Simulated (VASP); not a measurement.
# Si3Ge (P1) in VASP: further runs

The runs below take Si3Ge through single point, with r2SCAN, PBEsol.

Everything below comes from runs of VASP 6.6.1. Logs are shortened: lines on timing, memory, paths and dates and some standing lists are left out, and cuts for length are marked.

## (1) The cell of the first run

The typed cell holds 64 atoms: a = 10.973 Å, b = 10.973 Å, c = 10.973 Å, α = 90.00°, β = 90.00°, γ = 90.00°.

## (2) Single point, r2SCAN

POSCAR reads:

```
Si3Ge
1.0
   10.9728660000      0.0000000000      0.0000000000
    0.0000000000     10.9728660000      0.0000000000
    0.0000000000      0.0000000000     10.9728660000
Si Ge
48 16
Direct
    0.0004880000      0.0000780000      0.0003040000
    0.0004140000      0.9979580000      0.4959590000
    0.9985330000      0.4975180000      0.9984160000
    0.0002280000      0.5010070000      0.5004900000
    0.5005250000      0.5039420000      0.4997250000
    0.1239810000      0.1260970000      0.1231850000
    0.1254740000      0.6243500000      0.6255130000
    0.6263280000      0.1284110000      0.1252580000
    0.6242690000      0.1264090000      0.6274720000
    0.6255250000      0.6243800000      0.6249260000
    0.2484940000      0.2504080000      0.9994140000
    0.2511010000      0.7507380000      0.9989020000
    0.2486690000      0.7482120000      0.4998480000
    0.7508320000      0.2511210000      0.0008190000
    0.7550640000      0.7491220000      0.9996590000
    0.7478410000      0.7464570000      0.4980900000
    0.3721880000      0.3727920000      0.1260090000
    0.3743550000      0.8720330000      0.1255490000
    0.3740310000      0.8709720000      0.6241870000
    0.8758570000      0.3749230000      0.1248990000
    0.8772950000      0.3785210000      0.6279060000
    0.8774820000      0.8744150000      0.1238160000
    0.2510830000      0.4985610000      0.2515000000
    0.2473660000      0.5013610000      0.7519360000
    0.7546700000      0.4998570000      0.2501940000
    0.7498660000      0.5006180000      0.7499180000
    0.3768450000      0.1252120000      0.3723980000
    0.3753120000      0.1283300000      0.8763540000
    0.3742520000      0.6252730000      0.3754770000
    0.3727020000      0.6261760000      0.8729410000
    0.8791460000      0.1249670000      0.3742470000
    0.8775330000      0.1279610000      0.8787820000
    0.8756380000      0.6248640000      0.3758420000
    0.8762020000      0.6233900000      0.8745740000
    0.0004370000      0.2503510000      0.2483310000
    0.9986730000      0.2527730000      0.7526520000
    0.9987150000      0.7504010000      0.2513130000
    0.0019850000      0.7473490000      0.7511440000
    0.4984450000      0.2489390000      0.2471720000
    0.5017100000      0.2496780000      0.7521920000
    0.4981110000      0.7503480000      0.2516260000
    0.4979020000      0.7463810000      0.7468470000
    0.1225490000      0.3773480000      0.3729870000
    0.1250530000      0.3753840000      0.8756980000
    0.1240530000      0.8722220000      0.3758850000
    0.1234770000      0.8732140000      0.8774740000
    0.6278950000      0.3735510000      0.8737980000
    0.6247530000      0.8717670000      0.3750000000
    0.4991330000      0.0012520000      0.0027810000
    0.5004500000      0.9991850000      0.5006720000
    0.4981630000      0.4980180000      0.9980880000
    0.1211390000      0.1244460000      0.6248980000
    0.1251900000      0.6243630000      0.1249110000
    0.6279090000      0.6263030000      0.1268340000
    0.2499870000      0.2512450000      0.4965210000
    0.7529360000      0.2495360000      0.5021810000
    0.3771090000      0.3781870000      0.6276740000
    0.8763890000      0.8721790000      0.6223590000
    0.2486830000      0.9986770000      0.2496320000
    0.2512100000      0.9977760000      0.7525180000
    0.7504850000      0.9996520000      0.2497370000
    0.7519160000      0.0029550000      0.7512810000
    0.6240400000      0.3764800000      0.3730160000
    0.6245470000      0.8708420000      0.8745870000
```

INCAR.step1 reads:

```
SYSTEM = Si3Ge
PREC = Accurate
ENCUT = 520
ISMEAR = -1
SIGMA = 0.05
LREAL = Auto
LASPH = .True.
NELM = 100
NBANDS = 246
GGA = PE
ALGO = Normal
EDIFF = 1E-4
LWAVE = .True.
LCHARG = .False.
```

INCAR.step2 reads:

```
SYSTEM = Si3Ge
PREC = Accurate
ENCUT = 520
EDIFF = 1E-6
ISMEAR = -1
SIGMA = 0.05
LREAL = Auto
LASPH = .True.
NELM = 100
ALGO = Normal
ISIF = 2
LWAVE = .False.
LCHARG = .False.
METAGGA = R2SCAN
LMIXTAU = .True.
NBANDS = 246
ISTART = 1
```

KPOINTS reads:

```
Automatic mesh
0
Gamma
  1 1 1
  0 0 0
```

Potentials or basis: VASP PAW PBE potentials, release 64 (Si, Ge_d).

Launch:

```sh
$ cat potpaw_PBE.64/Si/POTCAR potpaw_PBE.64/Ge_d/POTCAR > POTCAR
$ cp INCAR.step1 INCAR
$ mpirun -np 1 vasp_gam > vasp.out
$ cp INCAR.step2 INCAR
$ mpirun -np 1 vasp_gam > vasp.out
```

OUTCAR:

```text
SYSTEM = Si3Ge
   PREC = Accurate
   ENCUT = 520
   EDIFF = 1E-6
   ISMEAR = -1
   LREAL = Auto
   LASPH = .True.
   NELM = 100
   ISIF = 2
   METAGGA = R2SCAN
   ISTART = 1

 ion  position               nearest neighbor table
   1  0.000  0.000  0.000-  22 2.36   6 2.36  32 2.36  46 2.36
   2  0.000  0.998  0.496-  45 2.34  31 2.34  58 2.38  52 2.38
   3  0.999  0.498  0.998-  44 2.35  20 2.36  34 2.36  53 2.41
   4  0.000  0.501  0.500-  21 2.36  33 2.36  43 2.37   7 2.37
   5  0.501  0.504  0.500-  10 2.35  29 2.36  57 2.39  63 2.39
   6  0.124  0.126  0.123-   1 2.36  11 2.36  35 2.36  59 2.40
[... 56 lines left out ...]
  63  0.624  0.376  0.373-  25 2.39   5 2.39  39 2.40  56 2.44
  64  0.625  0.871  0.875-  15 2.39  42 2.40  62 2.43  49 2.43

  LATTYP: Found a simple cubic cell.
 ALAT       =    10.9728660000

  Lattice vectors:

 A1 = (  10.9728660000,   0.0000000000,   0.0000000000)
 A2 = (   0.0000000000,  10.9728660000,   0.0000000000)
 A3 = (   0.0000000000,   0.0000000000,  10.9728660000)

Analysis of symmetry for initial positions (statically):
=====================================================================
 Subroutine PRICEL returns:
 Original cell was already a primitive cell.

 Routine SETGRP: Setting up the symmetry group for a
 simple cubic supercell.

 Subroutine GETGRP returns: Found  1 space group operations
 (whereof  1 operations were pure point group operations)
 out of a pool of 48 trial point group operations.

The static configuration has the point symmetry C_1 .

Analysis of symmetry for dynamics (positions and initial velocities):
=====================================================================
 Subroutine PRICEL returns:
 Original cell was already a primitive cell.

 Routine SETGRP: Setting up the symmetry group for a
 simple cubic supercell.

 Subroutine GETGRP returns: Found  1 space group operations
 (whereof  1 operations were pure point group operations)
 out of a pool of 48 trial point group operations.

The dynamic configuration has the point symmetry C_1 .

 Subroutine INISYM returns: Found  1 space group operations
 (whereof  1 operations are pure point group operations),
 and found     1 'primitive' translations

----------------------------------------------------------------------------------------

                                     Primitive cell
[... 194 lines left out ...]
   NSW    =      0    number of steps for IOM
   IBRION =     -1    ionic relax: 0-MD 1-quasi-New 2-CG
   NFREE  =      0    steps in history (QN), initial steepest desc. (CG)
   ISIF   =      2    stress and relaxation
   ISYM   =      2    0-nonsym 1-usesym 2-fastsym
   POTIM  = 0.5000    time-step for ionic-motion
   TEBEG  =    0.0;   TEEND  =   0.0 temperature during run
   PSTRESS=    0.0 pullay stress
   NELECT =     416.0000    total number of electrons
   NUPDOWN=      -1.0000    fix difference up-down
   EMIN   =  10.00;   EMAX   =-10.00  energy-range for DOS
   EFERMI =   0.00;   METHOD = LEGACY
   ISMEAR =    -1;   SIGMA  =   0.05  broadening in eV -4-tet -1-fermi 0-gaus
   EFERMI_NEDOS =   21; number of points for ismear=-14 and -15
   IALGO  =     38    algorithm
   IMIX   =      4    mixing-type and parameters
     AMIX     =   0.40;   BMIX     =  1.00
     AMIX_MAG =   1.60;   BMIX_MAG =  1.00
  volume/ion in A,a.u.               =      20.64       139.31
  Fermi-wavevector in a.u.,A,eV,Ry     =   1.113745  2.104673 16.877054  1.240428
  Thomas-Fermi vector in A             =   2.250333
   LORBIT       =      0    0 simple, 1 ext, 2 COOP (PROOUT), +10 PAW based schemes
   METAGGA = R2SCAN    functional components
   LHFCALC =     F    Hartree Fock is set to
   AEXX    =    0.0000 exact exchange contribution
   IVDW    =     0    specifies the selected vdW correction
   LEPSILON=     F    determine dielectric tensor
   LRPA    =     F    only Hartree local field effects (RPA)
 non-spin polarized calculation
  energy-cutoff  :      520.00
  volume of cell :     1321.17
 maximum number of plane-waves:     17793
 NGX is ok and might be reduce to    84
   NGX = 41   NGY = 41   NGZ = 41

 number of electron     416.0000025 magnetization

 Free energy of the ion-electron system (eV)
  ---------------------------------------------------
  ext. energy  EPLUGINS =         0.00000000
  ---------------------------------------------------
  free energy    TOTEN  =      -635.83555790 eV

  energy without entropy =     -635.83353350  energy(sigma->0) =     -635.83454570

 E-fermi :   5.9314     XC(G=0): -10.1039

 val. band max:        5.5495699194   @ k =   0.0000   0.0000   0.0000
 cond. band min:       6.3031779640   @ k =   0.0000   0.0000   0.0000
 fundamental gap:      0.7536080446
 Fermi energy:         5.9314207343

 k-point     1 :       0.0000    0.0000    0.0000
  band No.  band energies     occupation
      1     -19.5027      2.00000
      2     -19.4983      2.00000
      3     -19.4739      2.00000
      4     -19.4661      2.00000
      5     -19.4656      2.00000
      6     -19.4647      2.00000
[... 212 lines left out ...]
    219       6.8406      0.00000
    220       6.9027      0.00000
 [bands above 220 left out]

------------------------ aborting loop because EDIFF is reached ----------------------------------------

  FORCE on cell =-STRESS in cart. coord.  units (eV):
  Direction    XX          YY          ZZ          XY          YZ          ZX
  --------------------------------------------------------------------------------------
  -------------------------------------------------------------------------------------
  Total        7.6623472      7.6429399      7.8163426     -0.4195223     -0.4366946     -0.4161982
  in kB        9.2920637      9.2685287      9.4788128     -0.5087511     -0.5295758     -0.5047200
  external PRESSURE =       9.3464684 kB  Pullay stress =       0.0000000 kB

 VOLUME and BASIS-vectors are now :
 -----------------------------------------------------------------------------
  energy-cutoff  :      520.00
  volume of cell :     1321.17
      direct lattice vectors                 reciprocal lattice vectors
    10.972866000  0.000000000  0.000000000     0.091133893  0.000000000  0.000000000
     0.000000000 10.972866000  0.000000000     0.000000000  0.091133893  0.000000000
     0.000000000  0.000000000 10.972866000     0.000000000  0.000000000  0.091133893

 POSITION                                       TOTAL-FORCE (eV/Angst)
 -----------------------------------------------------------------------------------
      0.00535      0.00086      0.00334         0.023123      0.023596      0.020968
      0.00454     10.95046      5.44209         0.001604      0.026372      0.031271
     10.95677      5.45920     10.95548         0.061489      0.047279      0.049102
      0.00250      5.49748      5.49181         0.035957      0.023090      0.020002
      5.49219      5.52969      5.48342         0.003482      0.000656      0.016456
      1.36043      1.38365      1.35169        -0.027611     -0.016039     -0.017813
[... 56 lines left out ...]
      6.84751      4.13106      4.09305        -0.028921     -0.002909     -0.023421
      6.85307      9.55563      9.59673         0.014631     -0.010491      0.002191
 -----------------------------------------------------------------------------------
    total drift:                                0.011570     -0.010981      0.013260

  FREE ENERGIE OF THE ION-ELECTRON SYSTEM (eV)
  ---------------------------------------------------
  free  energy   TOTEN  =      -635.8355578972 eV

  energy  without entropy=     -635.8335334977  energy(sigma->0) =     -635.83454570
```

It took 43 min on 1 thread of Intel Xeon Platinum 8375C at 2.90GHz (Ice Lake), shared host; peak memory 1.2 GiB.

Results:

```yaml
Free_energy: -635.8356 eV
Pressure: 0.9 GPa
Largest_force: 0.102 eV/Å
Band_gap_on_the_k_mesh: 0.75 eV
```

Forces in eV/Å, atoms in the order of the input:
```
Si   0.023  0.024  0.021
Si   0.002  0.026  0.031
Si   0.061  0.047  0.049
Si   0.036  0.023  0.020
Si   0.003  0.001  0.016
Si  -0.028 -0.016 -0.018
Si  -0.041 -0.016 -0.035
Si  -0.070 -0.021 -0.030
Si  -0.015  0.002 -0.024
Si  -0.058 -0.027 -0.047
Si   0.031  0.024  0.059
Si   0.006 -0.008 -0.010
Si   0.030  0.023  0.023
Si   0.048  0.038  0.037
Si  -0.008  0.005 -0.012
Si   0.058  0.046  0.027
Si  -0.011 -0.022 -0.031
Si   0.022  0.001 -0.009
Si   0.008  0.002 -0.006
Si  -0.043 -0.044 -0.025
Si  -0.040 -0.074 -0.059
Si  -0.001 -0.033 -0.024
Si   0.016  0.023  0.029
Si   0.037  0.039  0.036
Si   0.007  0.007  0.019
Si   0.052  0.032  0.048
Si  -0.020 -0.018  0.001
Si  -0.011 -0.043 -0.025
Si   0.003 -0.028 -0.015
Si  -0.039 -0.006 -0.003
Si  -0.037 -0.032 -0.025
Si  -0.047 -0.036 -0.062
Si  -0.013 -0.043 -0.046
Si  -0.040  0.020 -0.027
Si   0.018  0.049  0.033
Si   0.044  0.000  0.022
Si  -0.003  0.008  0.022
Si  -0.010  0.017  0.032
Si   0.046  0.046  0.053
Si   0.047 -0.002  0.021
Si   0.008 -0.005  0.006
Si   0.037  0.027  0.051
Si  -0.003 -0.035 -0.024
Si  -0.058 -0.023 -0.046
Si  -0.041 -0.009 -0.002
Si   0.004 -0.030 -0.016
Si  -0.041 -0.038 -0.021
Si  -0.026  0.005 -0.015
Ge  -0.025  0.022 -0.016
Ge  -0.015  0.013  0.004
Ge   0.024  0.026  0.035
Ge   0.004  0.020 -0.002
Ge  -0.029 -0.030 -0.030
Ge  -0.032 -0.002 -0.018
Ge   0.019  0.025  0.013
Ge   0.023  0.012  0.033
Ge  -0.019 -0.034 -0.055
Ge   0.007 -0.023 -0.004
Ge   0.036  0.034  0.004
Ge   0.013  0.010  0.003
Ge   0.052  0.006  0.040
Ge   0.011  0.010  0.017
Ge  -0.029 -0.003 -0.023
Ge   0.015 -0.010  0.002
```

Stress tensor (GPa, compression positive):
```
 0.93 -0.05 -0.05
-0.05  0.93 -0.05
-0.05 -0.05  0.95
```

Caveat: the k points lie up to 0.57 Å⁻¹ apart; the PAW data sets were made with another functional, which shifts forces and pressure a little; an odd mesh through Γ misses points on the zone boundary, where band edges can lie.

## (3) Single point, PBEsol

INCAR reads:

```
SYSTEM = Si3Ge
PREC     = Accurate       ! precision mode
ENCUT    = 550            ! plane-wave cutoff, eV
EDIFF    = 1E-6           ! SCF threshold, eV
ISMEAR   = -1             ! smearing method
SIGMA    = 0.05           ! smearing width, eV
LREAL    = Auto         
LASPH    = .True.         ! aspherical terms in the spheres
NELM     = 120            ! most SCF steps
ALGO     = Normal         ! electronic algorithm
ISIF     = 2              ! what is computed and relaxed
LWAVE    = .False.        ! write WAVECAR
LCHARG   = .False.        ! write CHGCAR
GGA      = PS             ! functional
NBANDS   = 246            ! bands
ISYM     = -1           
GGA_COMPAT= .False.
```

KPOINTS reads:

```
explicit points
1
Reciprocal
  0.25000000   0.25000000   0.25000000 1
```

Edit POSCAR of step 2 so:

```diff
@@ -2,5 +2,5 @@
 1.0
-   10.9728660000      0.0000000000      0.0000000000
-    0.0000000000     10.9728660000      0.0000000000
-    0.0000000000      0.0000000000     10.9728660000
+   10.9728664404      0.0000000000      0.0000000000
+    0.0000000000     10.9728664404      0.0000000000
+    0.0000000000      0.0000000000     10.9728664404
 Si Ge
```

Potentials or basis: VASP PAW PBE potentials, release 64 (Si, Ge_d).

Launch:

```sh
$ cat potpaw_PBE.64/Si/POTCAR potpaw_PBE.64/Ge_d/POTCAR > POTCAR
$ mpirun -np 1 vasp_std > vasp.out
```

Run time: 7.8 min. Hardware: 1 thread of AMD EPYC 9R45 (Zen 5), shared host; peak memory 1.1 GiB.

The run converged. Its results:

```
Free energy            : -354.2941 eV
Pressure               : 0.0 GPa
Largest force          : 0.024 eV/Å
Band gap on the k mesh : 0.98 eV
```

Forces on the atoms (eV/Å):
```
Si   0.010 -0.014  0.004
Si  -0.005 -0.009 -0.003
Si   0.003 -0.005  0.002
Si   0.006 -0.006  0.003
Si   0.001  0.005  0.013
Si  -0.009 -0.004 -0.007
Si  -0.009 -0.003 -0.012
Si  -0.008  0.004 -0.001
Si  -0.007  0.006 -0.022
Si   0.001 -0.017  0.001
Si  -0.005  0.008  0.007
Si  -0.015  0.003  0.002
Si  -0.006  0.000  0.008
Si   0.010  0.003  0.005
Si  -0.013  0.002  0.014
Si   0.000 -0.004  0.002
Si   0.013  0.004 -0.016
Si  -0.009  0.000 -0.002
Si   0.006  0.004 -0.004
Si  -0.003 -0.015 -0.002
Si  -0.005  0.006 -0.012
Si  -0.011  0.002 -0.005
Si  -0.009  0.020  0.009
Si   0.015 -0.004  0.004
Si  -0.010  0.007 -0.002
Si   0.013 -0.001 -0.001
Si   0.003  0.005  0.013
Si  -0.006 -0.003  0.000
Si   0.000  0.006  0.001
Si   0.007 -0.010  0.004
Si  -0.003  0.001  0.004
Si  -0.002 -0.003  0.006
Si  -0.004 -0.007  0.005
Si  -0.005  0.005 -0.006
Si   0.001  0.006 -0.002
Si   0.014 -0.002  0.001
Si   0.001  0.000 -0.010
Si   0.000  0.006  0.004
Si   0.005 -0.005  0.002
Si  -0.001  0.004  0.001
Si   0.009 -0.020 -0.009
Si   0.000 -0.002 -0.002
Si   0.018 -0.009  0.005
Si   0.000  0.006 -0.003
Si   0.009  0.011  0.005
Si   0.009  0.006 -0.005
Si  -0.013  0.010 -0.002
Si   0.005  0.012 -0.016
Ge  -0.005 -0.003  0.001
Ge   0.002 -0.006 -0.001
Ge  -0.006 -0.010  0.004
Ge  -0.006  0.003  0.000
Ge   0.002 -0.015 -0.002
Ge   0.005  0.012  0.007
Ge  -0.015  0.006 -0.016
Ge   0.003  0.006  0.011
Ge  -0.004  0.007  0.002
Ge  -0.002 -0.008 -0.004
Ge   0.001  0.011 -0.003
Ge   0.004  0.003  0.014
Ge   0.010 -0.008  0.012
Ge   0.011  0.006  0.007
Ge  -0.001 -0.004 -0.006
Ge   0.003 -0.014 -0.006
```

Stress tensor (GPa, compression positive):
```
 0.03 -1.12 -1.11
-1.12  0.02 -1.13
-1.11 -1.13  0.03
```

Levels at points of the mesh, in eV from the valence-band top:
| k point | band 205 | band 206 | band 207 | band 208 | band 209 | band 210 | band 211 | band 212 |
| --- | --- | --- | --- | --- | --- | --- | --- | --- |
| (0.25, 0.25, 0.25) | -0.52 | -0.51 | -0.02 | 0.00 | 0.98 | 1.05 | 1.10 | 1.47 |

Caveat: the PAW data sets were made with another functional, which shifts forces and pressure a little; a shifted mesh leaves out Γ, where band edges can lie.
